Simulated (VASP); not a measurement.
A run of VASP 6.6.1:

File INCAR:

```
SYSTEM = Cs
ALGO = Normal
EDIFF = 1E-6
ENCUT = 520
GGA = PE
ISIF = 2
ISMEAR = -1
LASPH = .TRUE.
LCHARG = .FALSE.
LREAL = .FALSE.
LWAVE = .FALSE.
NBANDS = 10
NELM = 80
PREC = Accurate
SIGMA = 0.05
```

File KPOINTS:

```
k-points
0
G
  10 10 10
  0 0 0
```

Contents of POSCAR:

```
Cs
1.0
    0.0000000000      3.6725340175      3.6725340175
    3.6725340175      0.0000000000      3.6725340175
    3.6725340175      3.6725340175      0.0000000000
Cs
1
Direct
    0.0000000000      0.0000000000      0.0000000000
```

Potentials or basis: VASP PAW PBE potentials, release 64 (Cs_sv).

The run is started by

```console
$ cat potpaw_PBE.64/Cs_sv/POTCAR > POTCAR
$ mpirun -np 1 vasp_std > vasp.out
```

Hardware: 1 thread of Intel(R) Xeon(R) 6975P-C (Granite Rapids), with other jobs on the host.

Problem. Estimate the wall time of this run.

Solution. Wall time 23 s on 1 thread of Intel(R) Xeon(R) 6975P-C (Granite Rapids), on a shared host, peak memory 0.24 GiB. Counts: scf iterations 11, k points 47.
